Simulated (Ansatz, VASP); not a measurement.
## Two plane-wave programs on Ge

File INCAR:

```
PREC = Accurate ; ENCUT = 500
EDIFF = 1E-6 ; ISMEAR = 0
SIGMA = 0.01 ; LREAL = False
LASPH = True ; NELM = 120
ALGO = Normal ; ISIF = 2
LWAVE = False ; LCHARG = False
GGA = PE ; NBANDS = 21
GGA_COMPAT = False
```

KPOINTS

```
Automatic mesh
0
Gamma
  3 3 3
```

POSCAR

```
Ge
1.0
    0.0000000000      2.8289100000      2.8289100000
    2.8289100000      0.0000000000      2.8289100000
    2.8289100000      2.8289100000      0.0000000000
Ge
2
Direct
    0.5000000000      0.5000000000      0.5000000000
    0.7500000000      0.7500000000      0.7500000000
```

Input for Ansatz:

```yaml
crystal:
  lattice:
    bravais: fcc
    a: 5.65782
  space_group: 227
  setting:
    origin_choice: 1
  atoms:
    - { symbol: Ge, position: [0.0, 0.0, 0.5] }
  reduce_to_primitive: true
kpoints:
  mp_grid:
    grid: [3, 3, 3]
hamiltonian:
  xc: pbe
scf:
  occupations:
    method: fixed
output:
  eigenvalues: true
```

Alike in both runs: task single point; functional PBE; k mesh 3 × 3 × 3; no spin polarisation.

|  | VASP | Ansatz |
| --- | --- | --- |
| version | VASP 6.6.1 | Ansatz 0.2.0 |
| potentials or method | VASP PAW PBE potentials, release 64 (Ge_d) | plane waves, PAW |
| plane-wave cutoff (eV) | 500 | 420 |
| occupations | gaussian, width 0.01 eV | fixed |
| valence electrons in the cell | 28 | 28 |

```csv
,VASP,Ansatz,Ansatz less VASP
gap on the k mesh at the Fermi level (eV),0.05,0.04,-0.005
```

The k mesh is coarse, so the values compare programs but aren't converged.
